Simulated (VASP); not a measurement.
**Zn: single point with BLYP**

Crystal: Zn.

```
CELL_PARAMETERS angstrom
0.00000 2.03691 2.03691
2.03691 0.00000 2.03691
2.03691 2.03691 0.00000
ATOMIC_POSITIONS crystal
Zn 0.00000 0.00000 0.00000
```

* Program: VASP 6.6.1
* Task: single point
* Functional: BLYP
* Potentials or basis: VASP PAW PBE potentials, release 64 (Zn)
* Cutoff: 520 eV
* k mesh: 12 × 12 × 12
* Occupations: fermi-dirac, width 0.05 eV
* Spin: no spin polarisation
* Dipole correction: no
* Further INCAR settings: ALGO = Normal; EDIFF = 1e-07; NBANDS = 12

```yaml
Pressure: 0.2 GPa
Band_gap_on_the_k_mesh: zero (band 6 reaches 5.05 eV, above the bottom of band 7 at 1.15 eV)
```

Levels at points of the mesh, in eV from the Fermi level:
```
           k point  band 3  band 4  band 5  band 6  band 7  band 8  band 9  band 10
(0.00, 0.00, 0.00)   -7.45   -7.45   -7.15   -7.15   16.64   16.64   16.64    18.55
(0.50, 0.00, 0.00)   -7.45   -6.91   -6.91   -2.22   -1.58   13.86   13.86    17.28
(0.50, 0.50, 0.00)   -6.92   -6.85   -6.85   -0.58    1.32    7.91    7.91    11.74
```

Run time: 28 s on 1 thread of Intel Xeon 8259CL (shared host), peak memory 0.14 GiB.

Caveat: the PAW data sets were made with another functional, which shifts forces and pressure a little.
